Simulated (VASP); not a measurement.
# Al8GaN8 (a cell with a defect): single point with PBE+D3(BJ)

The system is Al8GaN8 (a cell with a defect).

```
Al N Ga
1.0
    -3.12859   -5.41887    0.00000
     4.69288   -2.70944    0.00000
     0.00000    0.00000    5.01696
Al N Ga
8 8 1
Direct
  0.50961 0.70885 0.48928
  0.49628 0.40573 0.07061
  0.25142 0.10503 0.37491
  0.20417 0.83089 0.97751
  0.00899 0.62563 0.51051
  0.99506 0.34227 0.01920
  0.78170 0.12517 0.38942
  0.73224 0.81410 0.98938
  0.47438 0.67823 0.87938
  0.53157 0.39093 0.40991
  0.27163 0.18164 0.99479
  0.24259 0.76091 0.33345
  0.97343 0.64661 0.87077
  0.02730 0.30359 0.41242
  0.74053 0.19790 0.99469
  0.77453 0.78350 0.34569
  0.49715 0.10869 0.69779
```

- Program: VASP 6.6.1
- Task: single point
- Functional: PBE
- Dispersion: D3(BJ)
- Potentials or basis: VASP PAW PBE potentials, release 64 (Al, N, Ga_d)
- Cutoff: 520 eV
- k mesh: 2 × 3 × 3
- Occupations: fermi-dirac, width 0.1 eV
- Spin: no spin polarisation
- Dipole correction: no
- Further INCAR settings: LREAL = Auto; ALGO = Normal; EDIFF = 1e-06; NBANDS = 52

```yaml
Pressure: 22.5 GPa
Largest_force: 4.066 eV/Å
Dispersion_energy_per_atom: -0.296 eV
```

Forces on the atoms (eV/Å):
```
Al  -0.190  0.606  1.808
Al  -1.045  0.738 -0.678
Al   0.377 -0.703 -0.150
Al  -1.753 -1.344 -0.448
Al   0.395  0.274 -1.309
Al  -0.606 -1.626 -0.067
Al   1.662  0.434 -0.037
Al   0.518 -0.918 -0.749
N    1.115 -0.672 -0.868
N   -2.900  1.492  2.429
N    0.210  1.112 -0.148
N    1.107  0.597  0.247
N    0.937 -1.100 -0.753
N    0.532  1.310 -0.334
N   -1.232  1.814 -0.237
N    0.020 -0.976  0.294
Ga   0.850 -1.037  1.000
```

Stress tensor (GPa, compression positive):
```
16.40 -4.73  7.93
-4.73 19.29 -2.68
 7.93 -2.68 31.87
```

Levels at points of the mesh, in eV from the Fermi level:
```
           k point  band 36  band 37  band 38  band 39  band 40  band 41
(0.00, 0.00, 0.00)    -3.56    -3.14    -2.39     0.46     0.53     0.93
(0.50, 0.00, 0.00)    -3.75    -3.37    -2.09    -0.05     1.41     1.75
```

Run time: 2.1 min on 1 thread of Intel(R) Xeon(R) Platinum 8488C (Sapphire Rapids) (shared host), peak memory 0.28 GiB.

Caveat: the k points lie up to 0.50 Å⁻¹ apart.
